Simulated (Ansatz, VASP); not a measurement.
One calculation of GaP, two programs

```
CELL_PARAMETERS angstrom
1.98697 1.14718 7.13402
-1.98697 1.14718 7.13402
0.00000 -2.29436 7.13402
ATOMIC_POSITIONS crystal
Ga 0.43558 0.43558 0.43558
Ga 0.56442 0.56442 0.56442
P 0.05751 0.05751 0.05751
P 0.94249 0.94249 0.94249
```

Alike in both runs: task single point; functional PBE; k mesh 9 × 9 × 9; occupations gaussian, width 0.05 eV; no spin polarisation.

|  | VASP | Ansatz |
| --- | --- | --- |
| version | VASP 6.6.1 | Ansatz 0.2.0 |
| potentials or method | VASP PAW PBE potentials, release 64 (Ga_d, P), cutoff 520 eV | scalar-relativistic, plane waves, PAW |
| valence electrons in the cell | 36 | 36 |

```csv
,VASP,Ansatz,Ansatz less VASP
gap on the k mesh at the Fermi level (eV),none,none,-
pressure (GPa),-7.4,-7.4,+0.01
"traceless stress, the component that is largest in VASP (GPa)",-6.41,-6.38,+0.034
rms of the force components (eV/Å),0.204,0.196,-0.0078
```

Atom by atom the forces differ by 0.008 eV/Å (rms over components). A gap of «none» marks a metal or a gap that the smearing closes. The functional is the same, so the differences come from potentials, cutoffs and numerics.
